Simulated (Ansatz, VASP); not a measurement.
# One calculation of Sn, two programs

```
Sn
1.0
    -1.75441    1.77216    2.16749
     1.75441   -1.77216    2.16749
     1.75441    1.77216   -2.16749
Sn
1
Direct
  0.00000 0.00000 0.00000
```

Change from the starting cell: strain +0.0100 x Voigt [0, 1, 0, 0, 0, 0], atoms carried along.

Alike in both runs: task single point; functional PBE; dispersion D3(BJ); k mesh 24 × 24 × 24; occupations gaussian, width 0.15 eV; no spin polarisation.

|  | VASP | Ansatz |
| --- | --- | --- |
| version | VASP 6.6.1 | Ansatz 0.2.0 |
| potentials or method | VASP PAW PBE potentials, release 64 (Sn_d), cutoff 520 eV | scalar-relativistic, plane waves, PAW |
| valence electrons in the cell | 14 | 14 |

Ansatz gave:

| Quantity | Value |
| --- | --- |
| gap on the k mesh at the Fermi level (eV) | none |
| pressure (GPa) | -0.5 |

**Question.** What did VASP give for the same quantities?

**Answer.** gap on the k mesh at the Fermi level (eV): none; pressure (GPa): -0.6.

A gap of «none» marks a metal or a gap that the smearing closes.
